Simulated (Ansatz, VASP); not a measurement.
**Ga2O3: VASP beside Ansatz**

The input POSCAR:

```
Ga2O3
1.0
    6.1278415757     -1.5195305764      0.0025325578
    6.1278415757      1.5195305764      0.0025325578
   -1.3883852660      0.0000000000      5.6399772456
Ga O
4 6
Direct
    0.0905209738      0.0905209738      0.7947888382
    0.9094790262      0.9094790262      0.2052111618
    0.6587278752      0.6587278752      0.3144766576
    0.3412721248      0.3412721248      0.6855233424
    0.1642143310      0.1642143310      0.1091577328
    0.8357856690      0.8357856690      0.8908422672
    0.1733419983      0.1733419983      0.5635248269
    0.8266580017      0.8266580017      0.4364751731
    0.4961794338      0.4961794338      0.2493009076
    0.5037148571      0.5037148571      0.7437626390
```

INCAR.step1

```
PREC     = Accurate       # precision mode
ENCUT    = 520            # plane-wave cutoff, eV
ISMEAR   = 0              # smearing method
SIGMA    = 0.05           # smearing width, eV
LREAL    = False          # projectors in reciprocal space
LASPH    = True           # aspherical terms in the spheres
NELM     = 60             # most SCF steps
NBANDS   = 55             # bands
GGA      = PE             # functional
ALGO     = Normal         # electronic algorithm
EDIFF    = 1E-4           # SCF threshold, eV
LWAVE    = True           # write WAVECAR
LCHARG   = False          # write CHGCAR
```

Contents of INCAR.step2:

```
PREC     = Accurate       # precision mode
ENCUT    = 520            # plane-wave cutoff, eV
EDIFF    = 1E-7           # SCF threshold, eV
ISMEAR   = 0              # smearing method
SIGMA    = 0.05           # smearing width, eV
LREAL    = False          # projectors in reciprocal space
LASPH    = True           # aspherical terms in the spheres
NELM     = 60             # most SCF steps
ALGO     = Normal         # electronic algorithm
ISIF     = 2              # what is computed and relaxed
LWAVE    = False          # write WAVECAR
LCHARG   = False          # write CHGCAR
METAGGA  = R2SCAN         # meta-GGA
LMIXTAU  = True         
NBANDS   = 55             # bands
ISTART   = 1
```

Contents of KPOINTS:

```
Automatic mesh
0
Gamma
  8 8 4
```

Input for Ansatz:

```yaml
crystal:
  lattice:
    - [6.1278415757, -1.5195305764, 0.0025325578]
    - [6.1278415757, 1.5195305764, 0.0025325578]
    - [-1.388385266, 0.0, 5.6399772456]
  atoms:
    - { symbol: Ga, position: [0.0905209738, 0.0905209738, 0.7947888382] }
    - { symbol: Ga, position: [0.9094790262, 0.9094790262, 0.2052111618] }
    - { symbol: Ga, position: [0.6587278752, 0.6587278752, 0.3144766576] }
    - { symbol: Ga, position: [0.3412721248, 0.3412721248, 0.6855233424] }
    - { symbol: O, position: [0.164214331, 0.164214331, 0.1091577328] }
    - { symbol: O, position: [0.835785669, 0.835785669, 0.8908422672] }
    - { symbol: O, position: [0.1733419983, 0.1733419983, 0.5635248269] }
    - { symbol: O, position: [0.8266580017, 0.8266580017, 0.4364751731] }
    - { symbol: O, position: [0.4961794338, 0.4961794338, 0.2493009076] }
    - { symbol: O, position: [0.5037148571, 0.5037148571, 0.743762639] }
basis:
  ecutwfc: 500
kpoints:
  mp_grid: { grid: [8, 8, 4] }
hamiltonian:
  xc: r2scan
scf:
  occupations: { method: gaussian, width: 0.05 }
output:
  forces: true
  stress: true
  eigenvalues: true
  write_density: true
  write_potential: true
  elf: true
  volumetric_format: npy
```

Alike in both runs: task single point; functional r2SCAN; k mesh 8 × 8 × 4; occupations gaussian, width 0.05 eV; no spin polarisation.

|  | VASP | Ansatz |
| --- | --- | --- |
| version | VASP 6.6.1 | Ansatz 0.2.0 |
| potentials or method | VASP PAW PBE potentials, release 64 (Ga_d, O), cutoff 520 eV | scalar-relativistic, plane waves, PAW |
| valence electrons in the cell | 88 | 88 |

```tsv
	VASP	Ansatz	Ansatz less VASP
gap on the k mesh at the Fermi level (eV)	3.01	3.03	+0.020
least direct gap on the mesh (eV)	3.05	3.06	+0.017
pressure (GPa)	1.9	0.0	-1.83
traceless stress, the component that is largest in VASP (GPa)	0.22	0.01	-0.205
rms of the force components (eV/Å)	0.065	0.052	-0.0124
```

VASP's potentials were made for PBE, not for r2SCAN. Atom by atom the forces differ by 0.035 eV/Å (rms over components).
